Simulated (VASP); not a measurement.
# Gd (Im-3m) in VASP: a series of runs

Runs on Gd. Level: PBE. Tasks: density of states, electric field gradients.

Everything below comes from runs of VASP 6.6.1. Logs are shortened: lines on timing, memory, paths and dates and some standing lists are left out, and cuts for length are marked.

## 1. The cell of the first run

It takes space group Im-3m (No. 229, cubic). Conventional cell: a = 4.050 Å, b = 4.050 Å, c = 4.050 Å, α = 90.00°, β = 90.00°, γ = 90.00°. Gd (site symmetry m-3m) has 14 Gd at 3.51 to 4.05 Å within 4.6 Å.

## 2. Density of states, PBE, collinear spin, ferromagnetic start

File POSCAR:

```
Gd
1.0
   -2.0250000000      2.0250000000      2.0250000000
    2.0250000000     -2.0250000000      2.0250000000
    2.0250000000      2.0250000000     -2.0250000000
Gd
1
Direct
    0.0000000000      0.0000000000      0.0000000000
```

File INCAR.step1:

```
SYSTEM = Gd
ALGO = Normal
EDIFF = 1E-6
ENCUT = 520
GGA = PE
ISIF = 2
ISMEAR = -1
ISPIN = 2
LASPH = .True.
LCHARG = .True.
LMAXMIX = 6
LREAL = .False.
LWAVE = .False.
MAGMOM = 7
NBANDS = 19
NELM = 150
PREC = Accurate
SIGMA = 0.08
```

File KPOINTS.step1:

```
k-points
0
Gamma
  14 14 14
  0 0 0
```

File INCAR.step2:

```
SYSTEM = Gd
ALGO = Normal
EDIFF = 1E-6
ENCUT = 520
GGA = PE
ICHARG = 11
ISIF = 2
ISMEAR = -5
ISPIN = 2
LASPH = .True.
LCHARG = .False.
LMAXMIX = 6
LORBIT = 11
LREAL = .False.
LWAVE = .False.
MAGMOM = 7
NEDOS = 1001
NELM = 150
PREC = Accurate
SIGMA = 0.08
```

File KPOINTS.step2:

```
k-points
0
Gamma
  21 21 21
  0 0 0
```

Potentials or basis: VASP PAW PBE potentials, release 64 (Gd).

The run is started by

```sh
> cat potpaw_PBE.64/Gd/POTCAR > POTCAR
> cp INCAR.step1 INCAR
> cp KPOINTS.step1 KPOINTS
> mpirun -np 1 vasp_std > vasp.out
> cp INCAR.step2 INCAR
> cp KPOINTS.step2 KPOINTS
> mpirun -np 1 vasp_std > vasp.out
```

OUTCAR:

```text
SYSTEM = Gd
   EDIFF = 1E-6
   ENCUT = 520
   GGA = PE
   ICHARG = 11
   ISIF = 2
   ISMEAR = -5
   ISPIN = 2
   LASPH = .True.
   LORBIT = 11
   LREAL = .False.
   NELM = 150
   PREC = Accurate

 ion  position               nearest neighbor table
   1  0.000  0.000  0.000-

  LATTYP: Found a body centered cubic cell.
 ALAT       =     4.0500000000

  Lattice vectors:

 A1 = (  -2.0250000000,   2.0250000000,   2.0250000000)
 A2 = (   2.0250000000,  -2.0250000000,   2.0250000000)
 A3 = (   2.0250000000,   2.0250000000,  -2.0250000000)

Analysis of symmetry for initial positions (statically):
=====================================================================
 Subroutine PRICEL returns:
 Original cell was already a primitive cell.

 Routine SETGRP: Setting up the symmetry group for a
 body centered cubic supercell.

 Subroutine GETGRP returns: Found 48 space group operations
 (whereof 48 operations were pure point group operations)
 out of a pool of 48 trial point group operations.

The static configuration has the point symmetry O_h .

Analysis of symmetry for dynamics (positions and initial velocities):
=====================================================================
 Subroutine PRICEL returns:
 Original cell was already a primitive cell.

 Routine SETGRP: Setting up the symmetry group for a
 body centered cubic supercell.

 Subroutine GETGRP returns: Found 48 space group operations
 (whereof 48 operations were pure point group operations)
 out of a pool of 48 trial point group operations.

The dynamic configuration has the point symmetry O_h .

Analysis of structural, dynamic, and magnetic symmetry:
=====================================================================
 Subroutine PRICEL returns:
 Original cell was already a primitive cell.

 Routine SETGRP: Setting up the symmetry group for a
 body centered cubic supercell.

 Subroutine GETGRP returns: Found 48 space group operations
 (whereof 48 operations were pure point group operations)
 out of a pool of 48 trial point group operations.

The overall configuration has the point symmetry O_h .

 Subroutine INISYM returns: Found 48 space group operations
 (whereof 48 operations are pure point group operations),
 and found     1 'primitive' translations

----------------------------------------------------------------------------------------

                                     Primitive cell

  volume of cell :      33.2151

  direct lattice vectors                    reciprocal lattice vectors
    -2.025000000  2.025000000  2.025000000     0.000000000  0.246913580  0.246913580
     2.025000000 -2.025000000  2.025000000     0.246913580  0.000000000  0.246913580
     2.025000000  2.025000000 -2.025000000     0.246913580  0.246913580  0.000000000

  length of vectors
     3.507402885  3.507402885  3.507402885     0.349188534  0.349188534  0.349188534

  position of ions in fractional coordinates (direct lattice)
     0.000000000  0.000000000  0.000000000

  ion indices of the primitive-cell ions
   primitive index   ion index
                 1           1

----------------------------------------------------------------------------------------

 KPOINTS: k-points

Automatic generation of k-mesh.
 Grid dimensions read from file:
 generate k-points for:   21   21   21

 Generating k-lattice:

  Cartesian coordinates                     Fractional coordinates (reciprocal lattice)
     0.000000000  0.011757790  0.011757790     0.047619048  0.000000000  0.000000000
     0.011757790  0.000000000  0.011757790     0.000000000  0.047619048  0.000000000
     0.011757790  0.011757790  0.000000000     0.000000000  0.000000000  0.047619048

  Length of vectors
     0.016628025  0.016628025  0.016628025

  Shift w.r.t. Gamma in fractional coordinates (k-lattice)
     0.000000000  0.000000000  0.000000000

 TETIRR: Found  10986 inequivalent tetrahedra from    55566

 Subroutine IBZKPT returns following result:
 ===========================================

 Found    286 irreducible k-points:

 Following reciprocal coordinates:
            Coordinates               Weight
  0.000000  0.000000  0.000000      1.000000
  0.047619  0.000000  0.000000     12.000000
  0.095238  0.000000  0.000000     12.000000
  0.142857  0.000000  0.000000     12.000000
  0.190476  0.000000  0.000000     12.000000
  0.238095  0.000000  0.000000     12.000000
[... 16 lines left out ...]
  0.142857  0.095238  0.000000     48.000000
  0.190476  0.095238  0.000000     48.000000
 [... further k-points ...]
   k-points           NKPTS =    286   k-points in BZ     NKDIM =    286   number of bands    NBANDS=     17
   number of dos      NEDOS =   1001   number of ions     NIONS =      1
   total plane-waves  NPLWV =  21952
   dimension x,y,z NGX =    28 NGY =   28 NGZ =   28
   dimension x,y,z NGXF=    56 NGYF=   56 NGZF=   56
   ions per type =               1
   NGX,Y,Z   is equivalent  to a cutoff of  13.27, 13.27, 13.27 a.u.
   NGXF,Y,Z  is equivalent  to a cutoff of  26.54, 26.54, 26.54 a.u.
 SYSTEM =  Gd
   PREC   = accura    normal or accurate (medium, high low for compatibility)
   ISTART =      0    job   : 0-new  1-cont  2-samecut
   ICHARG =     11    charge: 1-file 2-atom 10-const
   ISPIN  =      2    spin polarized calculation?
   LNONCOLLINEAR =      F non collinear calculations
   LSORBIT =      F    spin-orbit coupling
   LASPH  =      T    aspherical Exc in radial PAW
   ENCUT  =  520.0 eV  38.22 Ry    6.18 a.u.   6.52  6.52  6.52*2*pi/ulx,y,z
   NELM   =    150;   NELMIN=  2; NELMDL=  0     # of ELM steps
   EDIFF  = 0.1E-05   stopping-criterion for ELM
   LREAL  =      F    real-space projection
[... 7 lines left out ...]
   TEBEG  =    0.0;   TEEND  =   0.0 temperature during run
   PSTRESS=    0.0 pullay stress
   NELECT =      18.0000    total number of electrons
   NUPDOWN=      -1.0000    fix difference up-down
   EMIN   =  10.00;   EMAX   =-10.00  energy-range for DOS
   EFERMI =   0.00;   METHOD = LEGACY
   ISMEAR =    -5;   SIGMA  =   0.08  broadening in eV -4-tet -1-fermi 0-gaus
   EFERMI_NEDOS =   21; number of points for ismear=-14 and -15
   IALGO  =     38    algorithm
   IMIX   =      4    mixing-type and parameters
     AMIX     =   0.40;   BMIX     =  1.00
     AMIX_MAG =   1.60;   BMIX_MAG =  1.00
  volume/ion in A,a.u.               =      33.22       224.15
  Fermi-wavevector in a.u.,A,eV,Ry     =   1.334711  2.522238 24.238153  1.781454
  Thomas-Fermi vector in A             =   2.463472
   LORBIT       =     11    0 simple, 1 ext, 2 COOP (PROOUT), +10 PAW based schemes
   GGA     = PE    functional components
   LHFCALC =     F    Hartree Fock is set to
   AEXX    =    0.0000 exact exchange contribution
   IVDW    =     0    specifies the selected vdW correction
   LEPSILON=     F    determine dielectric tensor
   LRPA    =     F    only Hartree local field effects (RPA)
 spin polarized calculation
 Fermi weights with tetrahedron method with Bloechl corrections
  energy-cutoff  :      520.00
  volume of cell :       33.22
 maximum number of plane-waves:       935
 NGX is ok and might be reduce to    28

 number of electron      18.0000009 magnetization       7.6214188

 Free energy of the ion-electron system (eV)
  ---------------------------------------------------
  ext. energy  EPLUGINS =         0.00000000
  ---------------------------------------------------
  free energy    TOTEN  =       -11.61392304 eV

  energy without entropy =      -11.61392304  energy(sigma->0) =      -11.61392304

 E-fermi :   2.9772     XC(G=0):  -9.9561

 val. band max:        2.9943110809   @ k =   0.3333   0.2381   0.0952
 cond. band min:       2.9691535946   @ k =  -0.3810  -0.4286   0.1429
 fundamental gap:     -0.0251574863
 Fermi energy:         2.9771607179

 spin component 1

 k-point     1 :       0.0000    0.0000    0.0000
  band No.  band energies     occupation
      1     -42.3266      1.00000
      2     -19.3565      1.00000
      3     -19.3565      1.00000
      4     -19.3565      1.00000
      5      -2.1130      1.00000
      6      -1.9207      1.00000
[... 9 lines left out ...]
     16       6.4885      0.00000
     17       6.4885      0.00000

 k-point     2 :       0.0476    0.0000    0.0000
  band No.  band energies     occupation
      1     -42.3251      1.00000
      2     -19.3729      1.00000
      3     -19.3616      1.00000
      4     -19.3565      1.00000
      5      -2.0479      1.00000
      6      -1.9198      1.00000
[... 9 lines left out ...]
     16       6.4092      0.00000
     17       6.4886      0.00000

 k-point     3 :       0.0952    0.0000    0.0000
  band No.  band energies     occupation
      1     -42.3209      1.00000
      2     -19.4206      1.00000
      3     -19.3764      1.00000
      4     -19.3567      1.00000
      5      -1.9174      1.00000
      6      -1.9146      1.00000
[... 9 lines left out ...]
     16       6.2282      0.00000
     17       6.4920      0.00000

 k-point     4 :       0.1429    0.0000    0.0000
  band No.  band energies     occupation
      1     -42.3142      1.00000
      2     -19.4944      1.00000
      3     -19.3996      1.00000
      4     -19.3571      1.00000
      5      -1.9140      1.00000
      6      -1.9070      1.00000
[... 9 lines left out ...]
     16       6.0657      0.00000
     17       6.5064      0.00000
[... 343 lines left out ...]
      1     -42.3104      1.00000
      2     -19.5349      1.00000
      3     -19.3986      1.00000
      4     -19.3720      1.00000
      5      -1.9115      1.00000
      6      -1.9014      1.00000
[... 9 lines left out ...]
     16       5.9141      0.00000
     17       6.6092      0.00000

 k-point    23 :       0.1429    0.0952    0.0000
  band No.  band energies     occupation
      1     -42.3023      1.00000
      2     -19.6185      1.00000
      3     -19.4264      1.00000
      4     -19.3768      1.00000
      5      -1.9072      1.00000
      6      -1.8924      1.00000
[... 9 lines left out ...]
     16       5.8318      0.00000
     17       6.7067      0.00000

 k-point    24 :       0.1905    0.0952    0.0000
  band No.  band energies     occupation
      1     -42.2931      1.00000
      2     -19.7094      1.00000
      3     -19.4620      1.00000
      4     -19.3790      1.00000
      5      -1.9034      1.00000
      6      -1.8823      1.00000
[... 9 lines left out ...]
     16       6.1160      0.00000
     17       6.8071      0.00000

 [... further k-points ...]

 spin component 2

 k-point     1 :       0.0000    0.0000    0.0000
  band No.  band energies     occupation
      1     -39.0851      1.00000
      2     -16.9515      1.00000
      3     -16.9515      1.00000
      4     -16.9515      1.00000
      5      -1.2261      1.00000
      6       3.3584      0.00000
[... 9 lines left out ...]
     16       7.5589      0.00000
     17       7.5589      0.00000

 k-point     2 :       0.0476    0.0000    0.0000
  band No.  band energies     occupation
      1     -39.0832      1.00000
      2     -16.9717      1.00000
      3     -16.9575      1.00000
      4     -16.9517      1.00000
      5      -1.1576      1.00000
      6       3.3549      0.00000
[... 9 lines left out ...]
     16       7.4804      0.00000
     17       7.5634      0.00000

 k-point     3 :       0.0952    0.0000    0.0000
  band No.  band energies     occupation
      1     -39.0779      1.00000
      2     -17.0302      1.00000
      3     -16.9750      1.00000
      4     -16.9522      1.00000
      5      -0.9571      1.00000
      6       3.3442      0.00000
[... 9 lines left out ...]
     16       7.3067      0.00000
     17       7.5792      0.00000

 k-point     4 :       0.1429    0.0000    0.0000
  band No.  band energies     occupation
      1     -39.0695      1.00000
      2     -17.1203      1.00000
      3     -17.0024      1.00000
      4     -16.9530      1.00000
      5      -0.6394      1.00000
      6       3.3268      0.00000
[... 9 lines left out ...]
     16       7.1665      0.00000
     17       7.6117      0.00000
[... 343 lines left out ...]
      1     -39.0648      1.00000
      2     -17.1691      1.00000
      3     -17.0018      1.00000
      4     -16.9708      1.00000
      5      -0.4552      1.00000
      6       3.3187      0.00000
[... 9 lines left out ...]
     16       7.0201      0.00000
     17       7.7330      0.00000

 k-point    23 :       0.1429    0.0952    0.0000
  band No.  band energies     occupation
      1     -39.0545      1.00000
      2     -17.2703      1.00000
      3     -17.0349      1.00000
      4     -16.9769      1.00000
      5      -0.0554      1.00000
      6       3.2950      0.00000
[... 9 lines left out ...]
     16       6.9720      0.00000
     17       7.8561      0.00000

 k-point    24 :       0.1905    0.0952    0.0000
  band No.  band energies     occupation
      1     -39.0430      1.00000
      2     -17.3801      1.00000
      3     -17.0769      1.00000
      4     -16.9801      1.00000
      5       0.3994      1.00000
      6       3.2696      0.00000
[... 9 lines left out ...]
     16       7.4925      0.00000
     17       7.9821      0.00000

 [... further k-points ...]

------------------------ aborting loop because EDIFF is reached ----------------------------------------

  FORCE on cell =-STRESS in cart. coord.  units (eV):
  Direction    XX          YY          ZZ          XY          YZ          ZX
  --------------------------------------------------------------------------------------
  -------------------------------------------------------------------------------------
  Total       -0.9609964     -0.9609964     -0.9609964      0.0000000     -0.0000000      0.0000000
  in kB      -46.3550750    -46.3550750    -46.3550750      0.0000000     -0.0000000      0.0000000
  external PRESSURE =     -46.3550750 kB  Pullay stress =       0.0000000 kB

 VOLUME and BASIS-vectors are now :
 -----------------------------------------------------------------------------
  energy-cutoff  :      520.00
  volume of cell :       33.22
      direct lattice vectors                 reciprocal lattice vectors
    -2.025000000  2.025000000  2.025000000     0.000000000  0.246913580  0.246913580
     2.025000000 -2.025000000  2.025000000     0.246913580  0.000000000  0.246913580
     2.025000000  2.025000000 -2.025000000     0.246913580  0.246913580  0.000000000

 POSITION                                       TOTAL-FORCE (eV/Angst)
 -----------------------------------------------------------------------------------
      0.00000      0.00000      0.00000        -0.000000      0.000000      0.000000
 -----------------------------------------------------------------------------------
    total drift:                                0.000000     -0.000000     -0.000000

  FREE ENERGIE OF THE ION-ELECTRON SYSTEM (eV)
  ---------------------------------------------------
  free  energy   TOTEN  =       -11.6139230415 eV

  energy  without entropy=      -11.6139230415  energy(sigma->0) =      -11.61392304

 total charge

# of ion       s       p       d       f       tot
--------------------------------------------------
    1        2.072   5.562   0.590   6.963  15.187

 magnetization (x)

# of ion       s       p       d       f       tot
--------------------------------------------------
    1        0.002  -0.056   0.246   6.836   7.027
```

Wall time 5.3 min (1 thread of Intel Xeon 6975P-C (Granite Rapids), shared host); peak memory 0.43 GiB.

What came out:

```
Net moment                                            : 7.62 μB per cell
Site moments                                          : Gd +7.03 μB
Valence electrons inside the program's atomic spheres : Gd 15.19
```

Caveat: spin-orbit coupling is left out, which moves the levels of the heavy elements; tetrahedron occupations give inexact forces and stress in metals.

(Continued in part 2 of 4.)
